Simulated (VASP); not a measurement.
Runs of VASP 6.6.1 on Hf. The structure is that of space group P6_3/mmc (No. 194), or close to it. The cells are those of the table. 

```csv
task,cell,cutoff (eV),gap on the mesh (eV),pressure (GPa)
relaxation of cell and atoms,"relaxed from a = 3.160, b = 3.160, c = 5.160 Å, angles 90.0, 90.0, 120.0°, 2 atoms",600,none,0.1
single point,"a = 3.008, b = 3.008, c = 4.819 Å, angles 90.0, 90.0, 120.0°, 2 atoms",520,none,(a)
relaxation of cell and atoms,"relaxed to 5 GPa from a = 3.160, b = 3.160, c = 5.160 Å, angles 90.0, 90.0, 120.0°, 2 atoms",600,none,5.1
single point,"a = 3.118, b = 3.118, c = 4.953 Å, angles 90.0, 90.0, 120.0°, 2 atoms",520,none,4.5
single point,"a = 3.077, b = 3.077, c = 4.902 Å, angles 90.0, 90.0, 120.0°, 2 atoms",520,none,9.5
relaxation of cell and atoms,"relaxed to 20 GPa from a = 3.160, b = 3.160, c = 5.160 Å, angles 90.0, 90.0, 120.0°, 2 atoms",600,none,20.0
relaxation of cell and atoms,"relaxed to 10 GPa from a = 3.160, b = 3.160, c = 5.160 Å, angles 90.0, 90.0, 120.0°, 2 atoms",600,none,10.0
single point,"a = 3.165, b = 3.165, c = 5.013 Å, angles 90.0, 90.0, 120.0°, 2 atoms",520,none,-0.5
```

Alike in all rows: level revPBE+D3(BJ); potentials or basis VASP PAW PBE potentials, release 64 (Hf_pv); no spin polarisation; k mesh 9 × 9 × 5; smearing fermi-dirac 0.1 eV.

Q: Fill in the values left out.

A: (a) 19.5.

Caveats: the PAW data sets were made with another functional, which shifts forces and pressure a little; spin-orbit coupling is left out, which moves the levels of the heavy elements; pairwise dispersion overbinds metals, which lowers pressure and volume; the cell is relaxed towards a set pressure, so the enthalpy falls and the energy may rise (some runs).

A k mesh can miss the band edges, and the runs leave out spin-orbit coupling on Hf.

A gap of «none» marks levels without a gap at the run's occupations.
